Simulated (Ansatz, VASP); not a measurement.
Two plane-wave programs on Si3C

The input INCAR:

```
  PREC = Accurate
  ENCUT = 520
  EDIFF = 1E-6
  ISMEAR = 0
  SIGMA = 0.1
  LREAL = F
  LASPH = T
  NELM = 100
  ALGO = Normal
  ISIF = 2
  LWAVE = F
  LCHARG = T
  GGA = PE
  LELF = T
  LVHAR = T
  NBANDS = 26
```

KPOINTS

```
regular mesh
0
Gamma
  3 3 4
```

File POSCAR:

```
Si3C
1.0
    5.9216623400      0.0000000000      0.0000000000
   -2.9608311700      5.1283100100      0.0000000000
    0.0000000000      0.0000000000      4.2779648000
Si C
6 2
Direct
    0.2692469100      0.1346234500      0.7500000000
    0.8653765500      0.1346234500      0.7500000000
    0.8653765500      0.7307530900      0.7500000000
    0.7307530900      0.8653765500      0.2500000000
    0.1346234500      0.8653765500      0.2500000000
    0.1346234500      0.2692469100      0.2500000000
    0.6666666700      0.3333333300      0.2500000000
    0.3333333300      0.6666666700      0.7500000000
```

Input for Ansatz:

```yaml
crystal:
  lattice:
    - [5.92166234, 0.0, 0.0]
    - [-2.96083117, 5.12831001, 0.0]
    - [0.0, 0.0, 4.2779648]
  atoms:
    - { symbol: Si, position: [0.26924691, 0.13462345, 0.75] }
    - { symbol: Si, position: [0.86537655, 0.13462345, 0.75] }
    - { symbol: Si, position: [0.86537655, 0.73075309, 0.75] }
    - { symbol: Si, position: [0.73075309, 0.86537655, 0.25] }
    - { symbol: Si, position: [0.13462345, 0.86537655, 0.25] }
    - { symbol: Si, position: [0.13462345, 0.26924691, 0.25] }
    - { symbol: C, position: [0.66666667, 0.33333333, 0.25] }
    - { symbol: C, position: [0.33333333, 0.66666667, 0.75] }
basis:
  ecutwfc: 420
kpoints:
  mp_grid: { grid: [3, 3, 4] }
hamiltonian:
  xc: pbe
scf:
  occupations: { method: gaussian, width: 0.1 }
  lower_state_search: "off"
output:
  forces: true
  stress: true
  eigenvalues: true
```

Change from the starting cell: species swapped into the KSn3 type (P6_3/mmc, No. 194).

Alike in both runs: task single point; functional PBE; k mesh 3 × 3 × 4; occupations gaussian, width 0.1 eV; no spin polarisation.

|  | VASP | Ansatz |
| --- | --- | --- |
| version | VASP 6.6.1 | Ansatz 0.2.0 |
| potentials or method | VASP PAW PBE potentials, release 64 (Si, C), cutoff 520 eV | scalar-relativistic, plane waves, PAW |
| valence electrons in the cell | 32 | 32 |

```tsv
	VASP	Ansatz	Ansatz less VASP
gap on the k mesh at the Fermi level (eV)	none	none	-
pressure (GPa)	-3.7	-3.6	+0.04
traceless stress, the component that is largest in VASP (GPa)	-0.07	-0.13	-0.066
rms of the force components (eV/Å)	1.232	1.239	+0.0075
```

Atom by atom the forces differ by 0.007 eV/Å (rms over components). A gap of «none» marks a metal or a gap that the smearing closes.

The k mesh is coarse, so the values compare programs but aren't converged.
